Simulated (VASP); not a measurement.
# ZrS2 (P-3m1) in VASP: single point with PBE

Aim: the single point of ZrS2 with PBE.

Program: VASP 6.6.1. These are calculated values, not measurements. Logs are shortened: lines on timing, memory, paths and dates and some standing lists are left out, and cuts for length are marked.

## 1. The cell of the first run

Symmetry: P-3m1, No. 164, trigonal system. Conventional cell: a = 3.650 Å, b = 3.650 Å, c = 5.843 Å, α = 90.00°, β = 90.00°, γ = 120.00°. Zr (site symmetry -3m) has 6 S at 2.56 Å within 3.4 Å. Within 3.4 Å of S (site symmetry 3m) lie 3 Zr at 2.56 Å.

## 2. Single point, PBE

File INCAR:

```
ALGO     = Normal         # electronic algorithm
EDIFF    = 1E-6           # SCF threshold, eV
ENCUT    = 500            # plane-wave cutoff, eV
GGA      = PE             # functional
GGA_COMPAT= False        
ISIF     = 2              # what is computed and relaxed
ISMEAR   = 0              # smearing method
LASPH    = True           # aspherical terms in the spheres
LCHARG   = True           # write CHGCAR
LELF     = True           # ELF
LREAL    = False          # projectors in reciprocal space
LVHAR    = True         
LWAVE    = False          # write WAVECAR
NBANDS   = 19             # bands
NELM     = 120            # most SCF steps
PREC     = Accurate       # precision mode
SIGMA    = 0.01           # smearing width, eV
```

File KPOINTS:

```
k-points
0
Gamma
  6 6 4
```

File POSCAR:

```
ZrS2
1.0
    3.6504420212     -0.0000002855      0.0000000000
   -1.8252207634      3.1613756681      0.0000000000
    0.0000000000      0.0000000000      5.8426656662
Zr S
1 2
Direct
    0.0000000000      0.0000000000      0.0000000000
    0.6666666667      0.3333333333      0.7508256452
    0.3333333333      0.6666666667      0.2491743548
```

Potentials or basis: VASP PAW PBE potentials, release 64 (Zr_sv, S).

On the command line:

```console
$ cat potpaw_PBE.64/Zr_sv/POTCAR potpaw_PBE.64/S/POTCAR > POTCAR
$ mpirun -np 1 vasp_std > vasp.out
```

OUTCAR:

```text
EDIFF = 1E-6
   ENCUT = 500
   GGA = PE
   ISIF = 2
   ISMEAR = 0
   LASPH = True
   LREAL = False
   NELM = 120
   PREC = Accurate

 ion  position               nearest neighbor table
   1  0.000  0.000  0.000-   2 2.56   3 2.56   3 2.56   2 2.56   2 2.56   3 2.56
   2  0.667  0.333  0.751-   1 2.56   1 2.56   1 2.56
   3  0.333  0.667  0.249-   1 2.56   1 2.56   1 2.56

  LATTYP: Found a hexagonal cell.
 ALAT       =     3.6504420212
 C/A-ratio  =     1.6005364918

  Lattice vectors:

 A1 = (   3.6504420212,  -0.0000002855,   0.0000000000)
 A2 = (  -1.8252207634,   3.1613756681,   0.0000000000)
 A3 = (   0.0000000000,   0.0000000000,   5.8426656662)

Analysis of symmetry for initial positions (statically):
=====================================================================
 Subroutine PRICEL returns:
 Original cell was already a primitive cell.

 Routine SETGRP: Setting up the symmetry group for a
 hexagonal supercell.

 Subroutine GETGRP returns: Found 12 space group operations
 (whereof 12 operations were pure point group operations)
 out of a pool of 24 trial point group operations.

The static configuration has the point symmetry D_3d.

Analysis of symmetry for dynamics (positions and initial velocities):
=====================================================================
 Subroutine PRICEL returns:
 Original cell was already a primitive cell.

 Routine SETGRP: Setting up the symmetry group for a
 hexagonal supercell.

 Subroutine GETGRP returns: Found 12 space group operations
 (whereof 12 operations were pure point group operations)
 out of a pool of 24 trial point group operations.

The dynamic configuration has the point symmetry D_3d.

 Subroutine INISYM returns: Found 12 space group operations
 (whereof 12 operations are pure point group operations),
 and found     1 'primitive' translations

----------------------------------------------------------------------------------------

                                     Primitive cell

  volume of cell :      67.4268

  direct lattice vectors                    reciprocal lattice vectors
     3.650442021 -0.000000286  0.000000000     0.273939441  0.158158981  0.000000000
    -1.825220763  3.161375668  0.000000000     0.000000025  0.316318005  0.000000000
     0.000000000  0.000000000  5.842665666     0.000000000  0.000000000  0.171154753

  length of vectors
     3.650442021  3.650442021  5.842665666     0.316318005  0.316318005  0.171154753

  position of ions in fractional coordinates (direct lattice)
     0.000000000  0.000000000  0.000000000
     0.666666667  0.333333333  0.750825645
     0.333333333  0.666666667  0.249174355

  ion indices of the primitive-cell ions
   primitive index   ion index
                 1           1
                 2           2
                 3           3

----------------------------------------------------------------------------------------

 KPOINTS: k-points

Automatic generation of k-mesh.
 Grid dimensions read from file:
 generate k-points for:    6    6    4

 Generating k-lattice:

  Cartesian coordinates                     Fractional coordinates (reciprocal lattice)
     0.045656573  0.026359830  0.000000000     0.166666667 -0.000000000  0.000000000
     0.000000004  0.052719668  0.000000000     0.000000000  0.166666667  0.000000000
     0.000000000  0.000000000  0.042788688     0.000000000  0.000000000  0.250000000

  Length of vectors
     0.052719668  0.052719668  0.042788688

  Shift w.r.t. Gamma in fractional coordinates (k-lattice)
     0.000000000  0.000000000  0.000000000

 Subroutine IBZKPT returns following result:
 ===========================================

 Found     24 irreducible k-points:

 Following reciprocal coordinates:
            Coordinates               Weight
  0.000000  0.000000  0.000000      1.000000
  0.166667  0.000000  0.000000      6.000000
  0.333333  0.000000  0.000000      6.000000
  0.500000  0.000000  0.000000      3.000000
  0.166667  0.166667  0.000000      6.000000
  0.333333  0.166667  0.000000     12.000000
[... 16 lines left out ...]
  0.333333  0.166667  0.500000     12.000000
  0.333333  0.333333  0.500000      2.000000
   k-points           NKPTS =     24   k-points in BZ     NKDIM =     24   number of bands    NBANDS=     19
   number of dos      NEDOS =    301   number of ions     NIONS =      3
   total plane-waves  NPLWV =  37632
   dimension x,y,z NGX =    28 NGY =   28 NGZ =   48
   dimension x,y,z NGXF=    56 NGYF=   56 NGZF=   96
   ions per type =               1   2
   NGX,Y,Z   is equivalent  to a cutoff of  12.75, 12.75, 13.66 a.u.
   NGXF,Y,Z  is equivalent  to a cutoff of  25.50, 25.50, 27.32 a.u.
 SYSTEM =  unknown system
   PREC   = accura    normal or accurate (medium, high low for compatibility)
   ISTART =      0    job   : 0-new  1-cont  2-samecut
   ICHARG =      2    charge: 1-file 2-atom 10-const
   ISPIN  =      1    spin polarized calculation?
   LNONCOLLINEAR =      F non collinear calculations
   LSORBIT =      F    spin-orbit coupling
   LASPH  =      T    aspherical Exc in radial PAW
   ENCUT  =  500.0 eV  36.75 Ry    6.06 a.u.   6.66  6.66 10.65*2*pi/ulx,y,z
   NELM   =    120;   NELMIN=  2; NELMDL= -5     # of ELM steps
   EDIFF  = 0.1E-05   stopping-criterion for ELM
   LREAL  =      F    real-space projection
   EDIFFG = 0.1E-04   stopping-criterion for IOM
   NSW    =      0    number of steps for IOM
   IBRION =     -1    ionic relax: 0-MD 1-quasi-New 2-CG
   NFREE  =      0    steps in history (QN), initial steepest desc. (CG)
   ISIF   =      2    stress and relaxation
   ISYM   =      2    0-nonsym 1-usesym 2-fastsym
   POTIM  = 0.5000    time-step for ionic-motion
   TEBEG  =    0.0;   TEEND  =   0.0 temperature during run
   PSTRESS=    0.0 pullay stress
   NELECT =      24.0000    total number of electrons
   NUPDOWN=      -1.0000    fix difference up-down
   EMIN   =  10.00;   EMAX   =-10.00  energy-range for DOS
   EFERMI =   0.00;   METHOD = LEGACY
   ISMEAR =     0;   SIGMA  =   0.01  broadening in eV -4-tet -1-fermi 0-gaus
   EFERMI_NEDOS =   21; number of points for ismear=-14 and -15
   IALGO  =     38    algorithm
   IMIX   =      4    mixing-type and parameters
     AMIX     =   0.40;   BMIX     =  1.00
     AMIX_MAG =   1.60;   BMIX_MAG =  1.00
  volume/ion in A,a.u.               =      22.48       151.67
  Fermi-wavevector in a.u.,A,eV,Ry     =   1.160204  2.192468 18.314442  1.346073
  Thomas-Fermi vector in A             =   2.296789
   LORBIT       =      0    0 simple, 1 ext, 2 COOP (PROOUT), +10 PAW based schemes
   GGA     = PE    functional components
   LHFCALC =     F    Hartree Fock is set to
   AEXX    =    0.0000 exact exchange contribution
   IVDW    =     0    specifies the selected vdW correction
   LEPSILON=     F    determine dielectric tensor
   LRPA    =     F    only Hartree local field effects (RPA)
 non-spin polarized calculation
 Gauss-broadening in eV      SIGMA  =   0.01
  energy-cutoff  :      500.00
  volume of cell :       67.43
 maximum number of plane-waves:      1735
 NGX is ok and might be reduce to    28
   NGX = 13   NGY = 13   NGZ = 21

 number of electron      24.0000002 magnetization

 Free energy of the ion-electron system (eV)
  ---------------------------------------------------
  ext. energy  EPLUGINS =         0.00000000
  ---------------------------------------------------
  free energy    TOTEN  =       -21.38739418 eV

  energy without entropy =      -21.38739418  energy(sigma->0) =      -21.38739418

 E-fermi :   5.0148     XC(G=0):  -9.6469

 val. band max:        4.8197956675   @ k =   0.0000   0.0000   0.0000
 cond. band min:       5.6330930782   @ k =   0.5000   0.0000   0.5000
 fundamental gap:      0.8132974107
 Fermi energy:         5.0148173200

 k-point     1 :       0.0000    0.0000    0.0000
  band No.  band energies     occupation
      1     -44.2127      2.00000
      2     -22.2835      2.00000
      3     -22.1212      2.00000
      4     -22.1212      2.00000
      5      -7.9838      2.00000
      6      -6.4634      2.00000
[... 11 lines left out ...]
     18      10.5619      0.00000
     19      10.6903      0.00000

 k-point     2 :       0.1667    0.0000    0.0000
  band No.  band energies     occupation
      1     -44.2077      2.00000
      2     -22.2685      2.00000
      3     -22.1911      2.00000
      4     -22.1363      2.00000
      5      -7.7050      2.00000
      6      -6.5338      2.00000
[... 11 lines left out ...]
     18      11.7525      0.00000
     19      12.2235      0.00000

 k-point     3 :       0.3333    0.0000    0.0000
  band No.  band energies     occupation
      1     -44.1976      2.00000
      2     -22.3286      2.00000
      3     -22.2371      2.00000
      4     -22.1661      2.00000
      5      -7.1223      2.00000
      6      -6.6315      2.00000
[... 11 lines left out ...]
     18      12.3635      0.00000
     19      12.9802      0.00000

 k-point     4 :       0.5000    0.0000    0.0000
  band No.  band energies     occupation
      1     -44.1925      2.00000
      2     -22.3951      2.00000
      3     -22.2218      2.00000
      4     -22.1809      2.00000
      5      -6.9383      2.00000
      6      -6.5202      2.00000
[... 11 lines left out ...]
     18      11.4892      0.00000
     19      12.8802      0.00000

 k-point     5 :       0.1667    0.1667    0.0000
  band No.  band energies     occupation
      1     -44.2001      2.00000
      2     -22.2807      2.00000
      3     -22.2460      2.00000
      4     -22.1719      2.00000
      5      -7.2551      2.00000
      6      -6.6308      2.00000
[... 11 lines left out ...]
     18      13.1887      0.00000
     19      13.6527      0.00000

 k-point     6 :       0.3333    0.1667    0.0000
  band No.  band energies     occupation
      1     -44.1925      2.00000
      2     -22.3593      2.00000
      3     -22.2244      2.00000
      4     -22.2157      2.00000
      5      -6.8408      2.00000
      6      -6.6220      2.00000
[... 11 lines left out ...]
     18      12.6348      0.00000
     19      13.0762      0.00000

 k-point     7 :       0.3333    0.3333    0.0000
  band No.  band energies     occupation
      1     -44.1900      2.00000
      2     -22.3095      2.00000
      3     -22.3095      2.00000
      4     -22.2150      2.00000
      5      -6.6522      2.00000
      6      -6.6522      2.00000
[... 11 lines left out ...]
     18      12.4728      0.00000
     19      14.5138      0.00000

 k-point     8 :       0.0000    0.0000    0.2500
  band No.  band energies     occupation
      1     -44.2127      2.00000
      2     -22.2839      2.00000
      3     -22.1212      2.00000
      4     -22.1212      2.00000
      5      -7.8602      2.00000
      6      -6.6627      2.00000
[... 256 lines left out ...]
 k-point    20 :       0.3333    0.0000    0.5000
  band No.  band energies     occupation
      1     -44.1976      2.00000
      2     -22.3285      2.00000
      3     -22.2375      2.00000
      4     -22.1661      2.00000
      5      -7.0480      2.00000
      6      -6.7054      2.00000
[... 11 lines left out ...]
     18      11.5431      0.00000
     19      12.4419      0.00000

 k-point    21 :       0.5000    0.0000    0.5000
  band No.  band energies     occupation
      1     -44.1925      2.00000
      2     -22.3950      2.00000
      3     -22.2221      2.00000
      4     -22.1809      2.00000
      5      -7.0406      2.00000
      6      -6.3875      2.00000
[... 11 lines left out ...]
     18      11.2515      0.00000
     19      12.1012      0.00000

 k-point    22 :       0.1667    0.1667    0.5000
  band No.  band energies     occupation
      1     -44.2001      2.00000
      2     -22.2806      2.00000
      3     -22.2465      2.00000
      4     -22.1719      2.00000
      5      -7.0087      2.00000
      6      -6.9002      2.00000
[... 11 lines left out ...]
     18      13.1316      0.00000
     19      13.3169      0.00000

 k-point    23 :       0.3333    0.1667    0.5000
  band No.  band energies     occupation
      1     -44.1925      2.00000
      2     -22.3592      2.00000
      3     -22.2246      2.00000
      4     -22.2158      2.00000
      5      -6.9078      2.00000
      6      -6.5446      2.00000
[... 11 lines left out ...]
     18      11.8889      0.00000
     19      12.8369      0.00000

 k-point    24 :       0.3333    0.3333    0.5000
  band No.  band energies     occupation
      1     -44.1900      2.00000
      2     -22.3094      2.00000
      3     -22.3094      2.00000
      4     -22.2152      2.00000
      5      -6.6565      2.00000
      6      -6.6565      2.00000
[... 11 lines left out ...]
     18      13.0320      0.00000
     19      13.4635      0.00000

------------------------ aborting loop because EDIFF is reached ----------------------------------------

  FORCE on cell =-STRESS in cart. coord.  units (eV):
  Direction    XX          YY          ZZ          XY          YZ          ZX
  --------------------------------------------------------------------------------------
  -------------------------------------------------------------------------------------
  Total        0.8381231      0.8381231      0.8167759     -0.0000000     -0.0000000     -0.0000000
  in kB       19.9152521     19.9152521     19.4080058     -0.0000000     -0.0000000     -0.0000000
  external PRESSURE =      19.7461700 kB  Pullay stress =       0.0000000 kB

 VOLUME and BASIS-vectors are now :
 -----------------------------------------------------------------------------
  energy-cutoff  :      500.00
  volume of cell :       67.43
      direct lattice vectors                 reciprocal lattice vectors
     3.650442021 -0.000000286  0.000000000     0.273939441  0.158158981  0.000000000
    -1.825220763  3.161375668  0.000000000     0.000000025  0.316318005  0.000000000
     0.000000000  0.000000000  5.842665666     0.000000000  0.000000000  0.171154753

 POSITION                                       TOTAL-FORCE (eV/Angst)
 -----------------------------------------------------------------------------------
      0.00000      0.00000      0.00000         0.000000     -0.000000      0.000000
      1.82522      1.05379      4.38682         0.000000      0.000000     -0.001323
      0.00000      2.10758      1.45584        -0.000000     -0.000000      0.001323
 -----------------------------------------------------------------------------------
    total drift:                               -0.000000     -0.000000      0.000000

  FREE ENERGIE OF THE ION-ELECTRON SYSTEM (eV)
  ---------------------------------------------------
  free  energy   TOTEN  =       -21.3873941808 eV

  energy  without entropy=      -21.3873941808  energy(sigma->0) =      -21.38739418
```

Run time: 32 s. Hardware: 1 thread of Intel Xeon 8259CL, shared host; peak memory 0.19 GiB.

Results:

```yaml
Free_energy: -21.3874 eV
Pressure: 2.0 GPa
Band_gap_on_the_k_mesh: 0.81 eV (least direct gap 1.52 eV)
```

Levels at points of the mesh, in eV from the valence-band top:
```csv
k point,band 8,band 9,band 10,band 11,band 12,band 13,band 14,band 15,band 16,band 17
"(0.00, 0.00, 0.00)",-2.84,-2.84,-0.14,-0.14,0.00,1.52,1.52,2.25,4.81,4.81
"(0.50, 0.00, 0.00)",-2.65,-2.58,-2.53,-1.95,-1.30,1.01,3.26,3.58,5.70,5.88
"(0.00, 0.00, 0.50)",-2.80,-2.80,-1.90,-0.30,-0.30,1.48,1.48,2.63,5.24,5.24
"(0.50, 0.00, 0.50)",-3.34,-2.71,-2.39,-0.99,-0.82,0.81,3.25,3.57,5.14,5.68
```

Caveat: this functional lacks dispersion, which binds layers or chains, so the pressure and a relaxed spacing across them are unreliable. A k mesh can miss the band edges.
